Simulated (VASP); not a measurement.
# NaCl in VASP: settings compared

The runs below take NaCl through single point, with BLYP, r2SCAN, RPBE, PBE.

Everything below comes from runs of VASP 6.6.1. Logs are shortened: lines on timing, memory, paths and dates and some standing lists are left out, and cuts for length are marked.

### 1 The cell of the first run

The structure is cubic, space group Pm-3m (No. 221). Conventional cell: a = 3.502 Å, b = 3.502 Å, c = 3.502 Å, α = 90.00°, β = 90.00°, γ = 90.00°. Na (site symmetry m-3m) has 8 Cl at 3.03 Å and 6 Na at 3.50 Å within 4.0 Å. Cl (site symmetry m-3m) has 8 Na at 3.03 Å and 6 Cl at 3.50 Å within 4.0 Å.

### 2 Single point, BLYP, collinear spin

File INCAR:

```
PREC = Accurate ; ENCUT = 500
EDIFF = 1E-6 ; ISMEAR = 0
SIGMA = 0.1 ; LREAL = F
LASPH = T ; NELM = 200
ALGO = Normal ; ISIF = 2
LWAVE = F ; LCHARG = F
ISPIN = 2 ; MAGMOM = 0.52 3.33
LORBIT = 11 ; NUPDOWN = 5.0
GGA = B5 ; ALDAX = 1.0
AGGAX = 1.0 ; AGGAC = 1.0
ALDAC = 0.0 ; NBANDS = 18
GGA_COMPAT = F
```

File KPOINTS:

```
regular mesh
0
Gamma
  2 2 2
```

File POSCAR:

```
NaCl
1.0
    3.5021900000      0.0000000000      0.0000000000
    0.0000000000      3.5021900000      0.0000000000
    0.0000000000      0.0000000000      3.5021900000
Na Cl
1 1
Direct
    0.0000000000      0.0000000000      0.0000000000
    0.5000000000      0.5000000000      0.5000000000
```

Potentials or basis: VASP PAW PBE potentials, release 64 (Na_pv, Cl).

Run with:

```
$ cat potpaw_PBE.64/Na_pv/POTCAR potpaw_PBE.64/Cl/POTCAR > POTCAR
$ mpirun -np 1 vasp_std > vasp.out
```

OUTCAR:

```text
PREC = Accurate
   ENCUT = 500
   EDIFF = 1E-6
   ISMEAR = 0
   LREAL = F
   LASPH = T
   NELM = 200
   ISIF = 2
   ISPIN = 2
   LORBIT = 11
   NUPDOWN = 5.0
   GGA = B5

 ion  position               nearest neighbor table
   1  0.000  0.000  0.000-
   2  0.500  0.500  0.500-

  LATTYP: Found a simple cubic cell.
 ALAT       =     3.5021900000

  Lattice vectors:

 A1 = (   3.5021900000,   0.0000000000,   0.0000000000)
 A2 = (   0.0000000000,   3.5021900000,   0.0000000000)
 A3 = (   0.0000000000,   0.0000000000,   3.5021900000)

Analysis of symmetry for initial positions (statically):
=====================================================================
 Subroutine PRICEL returns:
 Original cell was already a primitive cell.

 Routine SETGRP: Setting up the symmetry group for a
 simple cubic supercell.

 Subroutine GETGRP returns: Found 48 space group operations
 (whereof 48 operations were pure point group operations)
 out of a pool of 48 trial point group operations.

The static configuration has the point symmetry O_h .

Analysis of symmetry for dynamics (positions and initial velocities):
=====================================================================
 Subroutine PRICEL returns:
 Original cell was already a primitive cell.

 Routine SETGRP: Setting up the symmetry group for a
 simple cubic supercell.

 Subroutine GETGRP returns: Found 48 space group operations
 (whereof 48 operations were pure point group operations)
 out of a pool of 48 trial point group operations.

The dynamic configuration has the point symmetry O_h .

Analysis of structural, dynamic, and magnetic symmetry:
=====================================================================
 Subroutine PRICEL returns:
 Original cell was already a primitive cell.

 Routine SETGRP: Setting up the symmetry group for a
 simple cubic supercell.

 Subroutine GETGRP returns: Found 48 space group operations
 (whereof 48 operations were pure point group operations)
 out of a pool of 48 trial point group operations.

The overall configuration has the point symmetry O_h .

 Subroutine INISYM returns: Found 48 space group operations
 (whereof 48 operations are pure point group operations),
 and found     1 'primitive' translations

[... 94 lines left out ...]
  volume/ion in A,a.u.               =      21.48       144.94
  Fermi-wavevector in a.u.,A,eV,Ry     =   1.126621  2.129005 17.269530  1.269275
  Thomas-Fermi vector in A             =   2.263304
   LORBIT       =     11    0 simple, 1 ext, 2 COOP (PROOUT), +10 PAW based schemes
   GGA     = B5    functional components
   LHFCALC =     F    Hartree Fock is set to
   AEXX    =    0.0000 exact exchange contribution
   IVDW    =     0    specifies the selected vdW correction
   LEPSILON=     F    determine dielectric tensor
   LRPA    =     F    only Hartree local field effects (RPA)
 spin polarized calculation
 Gauss-broadening in eV      SIGMA  =   0.10
  energy-cutoff  :      500.00
  volume of cell :       42.96
 maximum number of plane-waves:      1108
 NGX is ok and might be reduce to    28
   NGX = 13   NGY = 13   NGZ = 13

 number of electron      13.9999982 magnetization       4.9999751

 Free energy of the ion-electron system (eV)
  ---------------------------------------------------
  ext. energy  EPLUGINS =         0.00000000
  ---------------------------------------------------
  free energy    TOTEN  =        16.55025021 eV

  energy without entropy =       16.57314795  energy(sigma->0) =       16.56169908

 E-fermi :  -3.3863     XC(G=0):  -8.5010

 val. band max:        8.4327653938   @ k =   0.5000   0.0000   0.0000
 cond. band min:      -3.3179092105   @ k =   0.5000   0.5000   0.0000
 fundamental gap:    -11.7506746043
 Fermi energy:         8.4632307004

 spin component 1

 k-point     1 :       0.0000    0.0000    0.0000
  band No.  band energies     occupation
      1     -19.1134      1.00000
      2     -19.1134      1.00000
      3     -19.1134      1.00000
      4     -18.3555      1.00000
      5      -5.0299      1.00000
      6      -5.0299      1.00000
[... 60 lines left out ...]
      4     -17.8153      1.00000
      5      -5.9537      1.00000
      6      -5.9537      1.00000
[... 10 lines left out ...]
     17      20.4484      0.00000
     18      20.4484      0.00000
 Fermi energy:        -3.3863185498

 spin component 2

 k-point     1 :       0.0000    0.0000    0.0000
  band No.  band energies     occupation
      1     -18.9832      1.00000
      2     -18.9832      1.00000
      3     -18.9832      1.00000
      4     -15.3002      1.00000
      5      -2.0925      0.00000
      6      -2.0925      0.00000
[... 61 lines left out ...]
      5      -3.0938      0.00002
      6      -3.0938      0.00002
[... 10 lines left out ...]
     17      23.1809      0.00000
     18      23.1809      0.00000

------------------------ aborting loop because EDIFF is reached ----------------------------------------

  FORCE on cell =-STRESS in cart. coord.  units (eV):
  Direction    XX          YY          ZZ          XY          YZ          ZX
  --------------------------------------------------------------------------------------
  -------------------------------------------------------------------------------------
  Total        5.9022813      5.9022813      5.9022813      0.0000000      0.0000000     -0.0000000
  in kB      220.1462930    220.1462930    220.1462930      0.0000000      0.0000000     -0.0000000
  external PRESSURE =     220.1462930 kB  Pullay stress =       0.0000000 kB

 VOLUME and BASIS-vectors are now :
 -----------------------------------------------------------------------------
  energy-cutoff  :      500.00
  volume of cell :       42.96
      direct lattice vectors                 reciprocal lattice vectors
     3.502190000  0.000000000  0.000000000     0.285535622  0.000000000  0.000000000
     0.000000000  3.502190000  0.000000000     0.000000000  0.285535622  0.000000000
     0.000000000  0.000000000  3.502190000     0.000000000  0.000000000  0.285535622

 POSITION                                       TOTAL-FORCE (eV/Angst)
 -----------------------------------------------------------------------------------
      0.00000      0.00000      0.00000         0.000000      0.000000      0.000000
      1.75110      1.75110      1.75110         0.000000      0.000000      0.000000
 -----------------------------------------------------------------------------------
    total drift:                               -0.000000      0.000000      0.000000

  FREE ENERGIE OF THE ION-ELECTRON SYSTEM (eV)
  ---------------------------------------------------
  free  energy   TOTEN  =        16.5502502096 eV

  energy  without entropy=       16.5731479471  energy(sigma->0) =       16.56169908

 total charge

# of ion       s       p       d       tot
------------------------------------------
    1        0.158   6.001   0.000   6.159
    2        1.706   2.484   0.000   4.190
--------------------------------------------------
tot          1.865   8.485   0.000  10.349

 magnetization (x)

# of ion       s       p       d       tot
------------------------------------------
    1        0.146   0.069   0.000   0.216
    2        0.106   1.900   0.000   2.006
--------------------------------------------------
tot          0.253   1.969   0.000   2.222
```

OSZICAR:

```text
N       E                     dE             d eps       ncg     rms          rms(c)
DAV:   1     0.121542389846E+03    0.12154E+03   -0.62847E+03   296   0.740E+02
DAV:   2     0.239562685381E+02   -0.97586E+02   -0.93011E+02   324   0.225E+02
DAV:   3     0.159205890257E+02   -0.80357E+01   -0.79739E+01   374   0.586E+01
DAV:   4     0.157901203427E+02   -0.13047E+00   -0.13033E+00   352   0.742E+00
DAV:   5     0.157883290614E+02   -0.17913E-02   -0.17910E-02   330   0.941E-01    0.363E+01
DAV:   6     0.183066062161E+02    0.25183E+01   -0.14995E+00   350   0.821E+00    0.235E+01
DAV:   7     0.170025139623E+02   -0.13041E+01   -0.37307E-01   340   0.361E+00    0.166E+01
DAV:   8     0.165438895083E+02   -0.45862E+00   -0.72535E-01   304   0.475E+00    0.310E+00
DAV:   9     0.165590261211E+02    0.15137E-01   -0.11553E-01   302   0.276E+00    0.169E+00
DAV:  10     0.165506890752E+02   -0.83370E-02   -0.20155E-02   316   0.108E+00    0.755E-01
DAV:  11     0.165503307953E+02   -0.35828E-03   -0.96757E-04   312   0.223E-01    0.261E-01
DAV:  12     0.165503097324E+02   -0.21063E-04   -0.25607E-05   374   0.441E-02    0.884E-02
DAV:  13     0.165502594758E+02   -0.50257E-04   -0.40662E-05   298   0.458E-02    0.659E-02
DAV:  14     0.165502503882E+02   -0.90876E-05   -0.10101E-05   308   0.248E-02    0.767E-03
DAV:  15     0.165502502096E+02   -0.17861E-06   -0.77270E-07   262   0.802E-03
   1 F= 0.16550250E+02 E0= 0.16561699E+02  d E =-.228977E-01  mag=     5.0000
```

stdout:

```text
POSCAR found type information on POSCAR NaCl
 POSCAR found :  2 types and       2 ions
 scaLAPACK will be used
 -----------------------------------------------------------------------------
|                                                                             |
|                                                                             |
|     You enforced a specific xc type in the INCAR file but a different       |
|     I HOPE YOU KNOW WHAT YOU ARE DOING!                                     |
|                                                                             |
 -----------------------------------------------------------------------------

 LDA part: xc-table for (Slater(with rela. corr.)+VWN5), standard interpolation
 POSCAR, INCAR and KPOINTS ok, starting setup
 FFT: planning ... GRIDC
 FFT: planning ... GRID_SOFT
 FFT: planning ... GRID
 WAVECAR not read
 entering main loop
```

Wall time 10 s (1 thread of Intel Xeon Platinum 8488C (Sapphire Rapids), shared host); peak memory 0.15 GiB.

What came out:

```yaml
Free_energy: 16.5503 eV
Pressure: 22.0 GPa
Net_moment: 5.00 μB per cell
Site_moments: Na +0.22; Cl +2.01 μB
Valence_electrons_inside_the_program's_atomic_spheres: Na 6.16; Cl 4.19
```

Caveat: the k points lie up to 0.90 Å⁻¹ apart; the moment is held away from its start; the PAW data sets were made with another functional, which shifts forces and pressure a little; the total moment is fixed, so each spin has its own Fermi level.

### 3 Single point, r2SCAN

POSCAR is that of step 2.

File INCAR.step1:

```
PREC = Accurate ; ENCUT = 550
ISMEAR = 0 ; SIGMA = 0.1
LREAL = False ; LASPH = True
NELM = 120 ; NBANDS = 14
GGA = PE ; ALGO = Normal
EDIFF = 1E-5 ; LWAVE = True
LCHARG = False ; GGA_COMPAT = False
```

File INCAR.step2:

```
PREC = Accurate ; ENCUT = 550
EDIFF = 1E-6 ; ISMEAR = 0
SIGMA = 0.1 ; LREAL = False
LASPH = True ; NELM = 120
ALGO = Normal ; ISIF = 2
LWAVE = False ; LCHARG = False
METAGGA = R2SCAN ; LMIXTAU = True
NBANDS = 14 ; ISTART = 1
GGA_COMPAT = False
```

File KPOINTS:

```
regular mesh
0
Gamma
  4 4 4
```

Potentials or basis: VASP PAW PBE potentials, release 64 (Na_pv, Cl).

Run with:

```
$ cat potpaw_PBE.64/Na_pv/POTCAR potpaw_PBE.64/Cl/POTCAR > POTCAR
$ cp INCAR.step1 INCAR
$ mpirun -np 1 vasp_std > vasp.out
$ cp INCAR.step2 INCAR
$ mpirun -np 1 vasp_std > vasp.out
```

It took 16 s on 1 thread of Intel Xeon Platinum 8488C (Sapphire Rapids), shared host; peak memory 0.15 GiB.

The run converged. Its results:

```
Free energy            : -13.4523 eV
Pressure               : -1.1 GPa
Band gap on the k mesh : 4.81 eV (least direct gap 5.31 eV)
```

Levels at points of the mesh, in eV from the valence-band top:
| k point | band 3 | band 4 | band 5 | band 6 | band 7 | band 8 | band 9 | band 10 | band 11 | band 12 |
| --- | --- | --- | --- | --- | --- | --- | --- | --- | --- | --- |
| (0.00, 0.00, 0.00) | -22.84 | -13.96 | -0.51 | -0.51 | -0.51 | 4.81 | 9.18 | 9.18 | 16.67 | 16.75 |
| (0.50, 0.00, 0.00) | -22.83 | -13.60 | -2.96 | -0.27 | -0.27 | 7.69 | 9.52 | 11.26 | 12.63 | 12.63 |
| (0.50, 0.50, 0.00) | -22.83 | -13.32 | -2.31 | -2.31 | 0.00 | 6.25 | 10.65 | 11.93 | 11.93 | 13.25 |
| (0.50, 0.50, 0.50) | -22.86 | -13.04 | -1.90 | -1.90 | -1.90 | 7.75 | 7.75 | 7.75 | 12.98 | 16.97 |

Caveat: the k points lie up to 0.45 Å⁻¹ apart; the PAW data sets were made with another functional, which shifts forces and pressure a little. A k mesh can miss the band edges.

### 4 Single point, r2SCAN, collinear spin

POSCAR is that of step 3.

File INCAR.step1:

```
PREC = Accurate ; ENCUT = 550
ISMEAR = 1 ; SIGMA = 0.03
LREAL = F ; LASPH = T
NELM = 200 ; ISPIN = 2
MAGMOM = 0.49 3.36 ; NUPDOWN = 5.0
NBANDS = 18 ; ISYM = 0
GGA = PE ; ALGO = Normal
EDIFF = 1E-5 ; LWAVE = T
LCHARG = F ; GGA_COMPAT = F
```

File INCAR.step2:

```
PREC = Accurate ; ENCUT = 550
EDIFF = 1E-6 ; ISMEAR = 1
SIGMA = 0.03 ; LREAL = F
LASPH = T ; NELM = 200
ALGO = Normal ; ISIF = 2
LWAVE = F ; LCHARG = F
ISPIN = 2 ; MAGMOM = 0.49 3.36
LORBIT = 11 ; NUPDOWN = 5.0
METAGGA = R2SCAN ; LMIXTAU = T
NBANDS = 18 ; ISYM = 0
ISTART = 1 ; GGA_COMPAT = F
```

File KPOINTS:

```
regular mesh
0
Gamma
  4 1 1
```

Potentials or basis: VASP PAW PBE potentials, release 64 (Na_pv, Cl).

Run with:

```
$ cat potpaw_PBE.64/Na_pv/POTCAR potpaw_PBE.64/Cl/POTCAR > POTCAR
$ cp INCAR.step1 INCAR
$ mpirun -np 1 vasp_std > vasp.out
$ cp INCAR.step2 INCAR
$ mpirun -np 1 vasp_std > vasp.out
```

OUTCAR:

```text
PREC = Accurate
   ENCUT = 550
   EDIFF = 1E-6
   ISMEAR = 1
   LREAL = F
   LASPH = T
   NELM = 200
   ISIF = 2
   ISPIN = 2
   LORBIT = 11
   NUPDOWN = 5.0
   METAGGA = R2SCAN
   ISYM = 0
   ISTART = 1

 ion  position               nearest neighbor table
   1  0.000  0.000  0.000-
   2  0.500  0.500  0.500-

IMPORTANT INFORMATION: All symmetrisations will be switched off!
NOSYMM: (Re-)initialisation of all symmetry stuff for point group C_1.

----------------------------------------------------------------------------------------

                                     Primitive cell

  volume of cell :      42.9555

  direct lattice vectors                    reciprocal lattice vectors
     3.502190000  0.000000000  0.000000000     0.285535622  0.000000000  0.000000000
     0.000000000  3.502190000  0.000000000     0.000000000  0.285535622  0.000000000
     0.000000000  0.000000000  3.502190000     0.000000000  0.000000000  0.285535622

  length of vectors
     3.502190000  3.502190000  3.502190000     0.285535622  0.285535622  0.285535622

  position of ions in fractional coordinates (direct lattice)
     0.000000000  0.000000000  0.000000000
     0.500000000  0.500000000  0.500000000

  ion indices of the primitive-cell ions
   primitive index   ion index
                 1           1
                 2           2

----------------------------------------------------------------------------------------

 KPOINTS: regular mesh

Automatic generation of k-mesh.
 Grid dimensions read from file:
 generate k-points for:    4    1    1

 Generating k-lattice:

  Cartesian coordinates                     Fractional coordinates (reciprocal lattice)
     0.071383905  0.000000000  0.000000000     0.250000000  0.000000000  0.000000000
[... 101 lines left out ...]
  ---------------------------------------------------
  ext. energy  EPLUGINS =         0.00000000
  ---------------------------------------------------
  free energy    TOTEN  =         8.11588817 eV

  energy without entropy =        8.12011959  energy(sigma->0) =        8.11729864

 E-fermi :  -3.2281     XC(G=0):  -9.2881

 val. band max:        7.2065116054   @ k =   0.2500   0.0000   0.0000
 cond. band min:      -3.2280952259   @ k =   0.2500   0.0000   0.0000
 fundamental gap:    -10.4346068312
 Fermi energy:         7.2065116054

 spin component 1

 k-point     1 :       0.0000    0.0000    0.0000
  band No.  band energies     occupation
      1     -20.2550      1.00000
      2     -20.2540      1.00000
      3     -20.2540      1.00000
      4     -20.1012      1.00000
      5      -6.2438      1.00000
      6      -6.2438      1.00000
[... 39 lines left out ...]
      4     -19.6975      1.00000
      5      -7.1198      1.00000
      6      -6.1267      1.00000
[... 10 lines left out ...]
     17      17.6528      0.00000
     18      18.9488      0.00000
 Fermi energy:        -3.2280952259

 spin component 2

 k-point     1 :       0.0000    0.0000    0.0000
  band No.  band energies     occupation
      1     -20.1515      1.00000
      2     -20.1515      1.00000
      3     -20.1059      1.00000
      4     -15.2578      1.00000
      5      -2.2314      0.00000
      6      -1.0286      0.00000
[... 40 lines left out ...]
      5      -4.0597      1.00000
      6      -0.8310      0.00000
[... 10 lines left out ...]
     17      20.1135      0.00000
     18      21.3407      0.00000

------------------------ aborting loop because EDIFF is reached ----------------------------------------

  FORCE on cell =-STRESS in cart. coord.  units (eV):
  Direction    XX          YY          ZZ          XY          YZ          ZX
  --------------------------------------------------------------------------------------
  -------------------------------------------------------------------------------------
  Total        8.5362704      6.5013321      6.5013324     -0.0000000     -0.0000000      0.0000000
  in kB      318.3901598    242.4899951    242.4900063     -0.0000004     -0.0000004      0.0000014
  external PRESSURE =     267.7900537 kB  Pullay stress =       0.0000000 kB

 VOLUME and BASIS-vectors are now :
 -----------------------------------------------------------------------------
  energy-cutoff  :      550.00
  volume of cell :       42.96
      direct lattice vectors                 reciprocal lattice vectors
     3.502190000  0.000000000  0.000000000     0.285535622  0.000000000  0.000000000
     0.000000000  3.502190000  0.000000000     0.000000000  0.285535622  0.000000000
     0.000000000  0.000000000  3.502190000     0.000000000  0.000000000  0.285535622

 POSITION                                       TOTAL-FORCE (eV/Angst)
 -----------------------------------------------------------------------------------
      0.00000      0.00000      0.00000        -0.000006      0.000000     -0.000000
      1.75110      1.75110      1.75110         0.000006     -0.000000      0.000000
 -----------------------------------------------------------------------------------
    total drift:                                0.000002      0.000000      0.000000

  FREE ENERGIE OF THE ION-ELECTRON SYSTEM (eV)
  ---------------------------------------------------
  free  energy   TOTEN  =         8.1158881650 eV

  energy  without entropy=        8.1201195869  energy(sigma->0) =        8.11729864

 total charge

# of ion       s       p       d       tot
------------------------------------------
    1        0.187   5.978   0.000   6.165
    2        1.694   2.583   0.000   4.278
--------------------------------------------------
tot          1.882   8.561   0.000  10.443

 magnetization (x)

# of ion       s       p       d       tot
------------------------------------------
    1        0.176   0.034   0.000   0.210
    2        0.154   1.994   0.000   2.148
--------------------------------------------------
tot          0.330   2.028   0.000   2.358
```

Run time: 19 s. Hardware: 1 thread of Intel Xeon Platinum 8488C (Sapphire Rapids), shared host; peak memory 0.16 GiB.

What came out:

* Free energy: 8.1159 eV
* Pressure: 26.8 GPa
* Net moment: 5.00 μB per cell
* Site moments: Na +0.21; Cl +2.15 μB
* Valence electrons inside the program's atomic spheres: Na 6.17; Cl 4.28

Stress tensor (GPa, compression positive):
```
31.84  0.00  0.00
 0.00 24.25  0.00
 0.00  0.00 24.25
```

Caveat: the k points lie up to 1.79 Å⁻¹ apart; the moment is held away from its start; the PAW data sets were made with another functional, which shifts forces and pressure a little; the total moment is fixed, so each spin has its own Fermi level.

(Continued in part 2 of 2.)
